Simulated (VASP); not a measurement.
Input of a VASP 6.6.1 run:

The input POSCAR:

```
SnO2                                    
1.0
    4.7714001542      0.0000000000      0.0000000000
   -0.0000000000      4.7714001542      0.0000000000
    0.0000000000      0.0000000000      3.2165924293
  Sn              O             
     2     4
Direct
     0.0000000000000000    0.0000000000000000    0.0000000000000000
     0.5000000000000000    0.5000000000000000    0.5000000000000000
     0.3062614077595441    0.3062614077595441    0.0000000000000000
     0.1937385922404559    0.8062614077595440    0.5000000000000000
     0.6937385922404560    0.6937385922404560    0.0000000000000000
     0.8062614077595440    0.1937385922404559    0.5000000000000000
```

File INCAR.step1:

```
ALGO = Normal ; EDIFF = 1E-5
ENCUT = 520 ; GGA = PE
ISIF = 2 ; ISMEAR = 0
KPAR = 2 ; LASPH = True
LCHARG = False ; LREAL = False
LWAVE = True ; NBANDS = 35
NELM = 80 ; PREC = Accurate
SIGMA = 0.03
```

INCAR.step2

```
ALGO = Normal ; EDIFF = 1E-6
ENCUT = 520 ; ISIF = 2
ISMEAR = 0 ; ISTART = 1
KPAR = 2 ; LASPH = True
LCHARG = False ; LREAL = False
LWAVE = False ; METAGGA = MBJ
NBANDS = 35 ; NELM = 80
PREC = Accurate ; SIGMA = 0.03
```

KPOINTS

```
k-points
0
Gamma
  6 6 8
```

The input KPOINTS_OPT:

```
explicit points
168
Reciprocal
 0.0000000000  0.0000000000  0.0000000000 1
 0.0000000000  0.0555555556  0.0000000000 1
 0.0000000000  0.1111111111  0.0000000000 1
 0.0000000000  0.1666666667  0.0000000000 1
 0.0000000000  0.2222222222  0.0000000000 1
 0.0000000000  0.2777777778  0.0000000000 1
[... 160 lines left out ...]
 0.0000000000  0.0000000000  0.5177501500 1
 0.0000000000  0.0000000000  0.4822498500 1
```

Potentials or basis: VASP PAW PBE potentials, release 64 (Sn_d, O).

The run is started by

```bash
$ cat potpaw_PBE.64/Sn_d/POTCAR potpaw_PBE.64/O/POTCAR > POTCAR
$ cp INCAR.step1 INCAR
$ mpirun -np 2 vasp_std > vasp.out
$ cp INCAR.step2 INCAR
$ mpirun -np 2 vasp_std > vasp.out
```

Problem. What does it give for the band gap along the path?

Solution. 2.86 eV.

Problem. What does it give for the band gap on the k mesh?

Solution. 2.86 eV.

Levels at the corners of the path, in eV from the valence-band top:
| point | band 23 | band 24 | band 25 | band 26 | band 27 | band 28 | band 29 | band 30 |
| --- | --- | --- | --- | --- | --- | --- | --- | --- |
| Γ | -0.98 | -0.75 | -0.75 | 0.00 | 2.86 | 7.94 | 8.48 | 8.48 |
| X | -0.96 | -0.96 | -0.55 | -0.55 | 5.87 | 5.87 | 9.27 | 9.27 |
| X | -0.96 | -0.96 | -0.55 | -0.55 | 5.87 | 5.87 | 9.27 | 9.27 |
| M | -1.04 | -1.04 | -0.79 | -0.79 | 6.34 | 6.34 | 9.51 | 9.51 |
| M | -1.04 | -1.04 | -0.79 | -0.79 | 6.34 | 6.34 | 9.51 | 9.51 |
| Γ | -0.98 | -0.75 | -0.75 | 0.00 | 2.86 | 7.94 | 8.48 | 8.48 |
| Γ | -0.98 | -0.75 | -0.75 | 0.00 | 2.86 | 7.94 | 8.48 | 8.48 |
| Z | -1.36 | -1.36 | -1.09 | -1.09 | 7.64 | 7.64 | 11.74 | 11.74 |
| Z | -1.36 | -1.36 | -1.09 | -1.09 | 7.64 | 7.64 | 11.74 | 11.74 |
| R | -0.97 | -0.97 | -0.51 | -0.51 | 7.97 | 7.97 | 10.00 | 10.00 |
| R | -0.97 | -0.97 | -0.51 | -0.51 | 7.97 | 7.97 | 10.00 | 10.00 |
| A | -0.83 | -0.83 | -0.77 | -0.77 | 6.48 | 6.48 | 11.09 | 11.09 |
| A | -0.83 | -0.83 | -0.77 | -0.77 | 6.48 | 6.48 | 11.09 | 11.09 |
| Z | -1.36 | -1.36 | -1.09 | -1.09 | 7.64 | 7.64 | 11.74 | 11.74 |
| X | -0.96 | -0.96 | -0.55 | -0.55 | 5.87 | 5.87 | 9.27 | 9.27 |
| R | -0.97 | -0.97 | -0.51 | -0.51 | 7.97 | 7.97 | 10.00 | 10.00 |
| M | -1.04 | -1.04 | -0.79 | -0.79 | 6.34 | 6.34 | 9.51 | 9.51 |
| A | -0.83 | -0.83 | -0.77 | -0.77 | 6.48 | 6.48 | 11.09 | 11.09 |

Caveat: spin-orbit coupling is left out, which moves the levels of the heavy elements.
